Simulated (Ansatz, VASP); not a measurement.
# AgB2 in VASP and in Ansatz

The input INCAR:

```
PREC = Accurate
ENCUT = 520
EDIFF = 1E-8
ISMEAR = -1
SIGMA = 0.05
LREAL = F
LASPH = T
NELM = 60
ALGO = Normal
ISIF = 2
LWAVE = F
LCHARG = F
GGA = PS
LEFG = T
NBANDS = 16
```

KPOINTS

```
Automatic mesh
0
Gamma
  16 16 13
```

File POSCAR:

```
AgB2
1.0
    3.0394798736      0.0000000000      0.0000000000
   -1.5197399368      2.6322667848      0.0000000000
    0.0000000000      0.0000000000      3.2826364684
Ag B
1 2
Direct
    0.0000000000      0.0000000000      0.0000000000
    0.3333333333      0.6666666667      0.5000000000
    0.6666666667      0.3333333333      0.5000000000
```

Input for Ansatz:

```yaml
crystal:
  lattice:
    - [3.0394798736, 0.0, 0.0]
    - [-1.5197399368, 2.6322667848, 0.0]
    - [0.0, 0.0, 3.2826364684]
  atoms:
    - { symbol: Ag, position: [0.0, 0.0, 0.0] }
    - { symbol: B, position: [0.3333333333, 0.6666666667, 0.5] }
    - { symbol: B, position: [0.6666666667, 0.3333333333, 0.5] }
kpoints:
  mp_grid: { grid: [16, 16, 13] }
scf:
  occupations: { method: fermi_dirac, width: 0.05 }
hamiltonian:
  xc: pbesol
  pseudopotentials: { kind: paw }
output:
  forces: true
  stress: true
  eigenvalues: true
  efg: { contact_densities: true }
```

Change from the starting cell: volume scaled by 1.04, PAW files.

Alike in both runs: task electric field gradients; functional PBEsol; k mesh 16 × 16 × 13; occupations fermi-dirac, width 0.05 eV; no spin polarisation.

```csv
,VASP,Ansatz
version,VASP 6.6.1,Ansatz 0.2.0
potentials or method,"VASP PAW PBE potentials, release 64 (Ag, B)","PAW with Ansatz's default frozen-core files, scalar-relativistic"
plane-wave cutoff (eV),520,420
valence electrons in the cell,17,25
```

```csv
,VASP,Ansatz,Ansatz less VASP
pressure (GPa),33.5,33.5,-0.02
"traceless stress, the component that is largest in VASP (GPa)",20.78,20.89,+0.116
size of Vzz on the site where it differs most (V/Å²),28.8,25.6,-3.20
```

VASP's potentials were made for PBE, not for PBEsol. Both programs put the cell under a high pressure, so it lies far from rest at this level. With one functional, cell and mesh, what is left measures potentials, basis and numerics. VASP's potentials hold 17 valence electrons a cell and Ansatz's 25, so a difference there can come from the potentials and not from the codes.
